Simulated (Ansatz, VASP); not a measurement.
One calculation of NiO, two programs

Contents of INCAR:

```
SYSTEM = NiO
PREC     = Accurate       ! precision mode
ENCUT    = 520            ! plane-wave cutoff, eV
EDIFF    = 1E-7           ! SCF threshold, eV
ISMEAR   = -1             ! smearing method
SIGMA    = 0.03           ! smearing width, eV
LREAL    = .False.        ! projectors in reciprocal space
LASPH    = .True.         ! aspherical terms in the spheres
NELM     = 150            ! most SCF steps
ALGO     = Normal         ! electronic algorithm
ISIF     = 2              ! what is computed and relaxed
LWAVE    = .False.        ! write WAVECAR
LCHARG   = .True.         ! write CHGCAR
LMAXMIX  = 4              ! l up to which the mixer works
LDAU     = .True.         ! DFT+U
LDAUTYPE = 2            
LDAUL    = -1 2           ! shell
LDAUU    = 0 6.6          ! U, eV
LDAUJ    = 0 0          
LDAUPRINT= 1            
GGA      = PE             ! functional
LELF     = .True.         ! ELF
LVHAR    = .True.       
NBANDS   = 24             ! bands
```

File KPOINTS:

```
Automatic mesh
0
Gamma
  8 8 8
  0 0 0
```

File POSCAR:

```
NiO
1.0
    4.1771000000      2.0885500000      2.0885500000
    2.0885500000      4.1771000000      2.0885500000
    2.0885500000      2.0885500000      4.1771000000
O Ni
2 2
Direct
    0.2500000000      0.2500000000      0.2500000000
    0.7500000000      0.7500000000      0.7500000000
    0.0000000000      0.0000000000      0.0000000000
    0.5000000000      0.5000000000      0.5000000000
```

Input for Ansatz:

```yaml
crystal:
  lattice:
    - [4.1771, 2.08855, 2.08855]
    - [2.08855, 4.1771, 2.08855]
    - [2.08855, 2.08855, 4.1771]
  atoms:
    - { symbol: O, position: [0.25, 0.25, 0.25] }
    - { symbol: O, position: [0.75, 0.75, 0.75] }
    - { symbol: Ni, position: [0.0, 0.0, 0.0] }
    - { symbol: Ni, position: [0.5, 0.5, 0.5] }
hamiltonian:
  xc: pbe
  pseudopotentials: { kind: paw }
  hubbard: { sites: [{ species: Ni, l: d, u_eff: 6.6 }] }
basis:
  ecutwfc: 420
kpoints:
  mp_grid: { grid: [8, 8, 8] }
scf:
  occupations: { method: fermi_dirac, width: 0.03 }
  lower_state_search: "off"
output:
  forces: true
  stress: true
```

Alike in both runs: task single point; functional PBE; k mesh 8 × 8 × 8; occupations fermi-dirac, width 0.03 eV; no spin polarisation; Hubbard terms Ni d U = 6.6 eV.

```csv
,VASP,Ansatz
version,VASP 6.6.1,Ansatz 0.2.0
potentials or method,"VASP PAW PBE potentials, release 64 (O, Ni), cutoff 520 eV","PAW, plane waves, scalar-relativistic"
valence electrons in the cell,32,48
```

|  | VASP | Ansatz | Ansatz less VASP |
| --- | --- | --- | --- |
| pressure (GPa) | -12.0 | -1.4 | +10.57 |

The programs project onto different local orbitals, so the same U acts differently, and such runs can settle in different states. VASP's potentials hold 32 valence electrons a cell and Ansatz's 48, so a difference there can come from the potentials and not from the codes. Ansatz's warnings: filled band counts differ across k points.
